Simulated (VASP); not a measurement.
A run of VASP 6.6.1:

The input INCAR:

```
ALGO = Normal
EDIFF = 1E-6
ENCUT = 520
GGA = PS
ISIF = 2
ISMEAR = 0
LASPH = T
LCHARG = F
LREAL = F
LWAVE = F
NBANDS = 16
NELM = 60
PREC = Accurate
SIGMA = 0.15
```

KPOINTS

```
k-points
0
Gamma
  18 18 16
```

POSCAR

```
WC
1.0
    2.9005014360      0.0000000000      0.0000000000
   -1.4502507180      2.5119079273      0.0439583887
    0.0000000000      0.0495075000      2.8290000000
W C
1 1
Direct
    0.0000000000      0.0000000000      0.0000000000
    0.6666666667      0.3333333333      0.5000000000
```

Potentials or basis: VASP PAW PBE potentials, release 64 (W_sv, C).

Launch:

```console
$ cat potpaw_PBE.64/W_sv/POTCAR potpaw_PBE.64/C/POTCAR > POTCAR
$ mpirun -np 1 vasp_std > vasp.out
```

Hardware: 1 thread of Intel(R) Xeon(R) Platinum 8175M CPU @ 2.50GHz (Skylake/Cascade Lake) (shared host).

**Question.** How long does it take, and how much memory?

**Answer.** Run time: 6.3 min on 1 thread of Intel(R) Xeon(R) Platinum 8175M CPU @ 2.50GHz (Skylake/Cascade Lake) (shared host), peak memory 0.53 GiB. Counts: scf iterations 12, k points 1379.
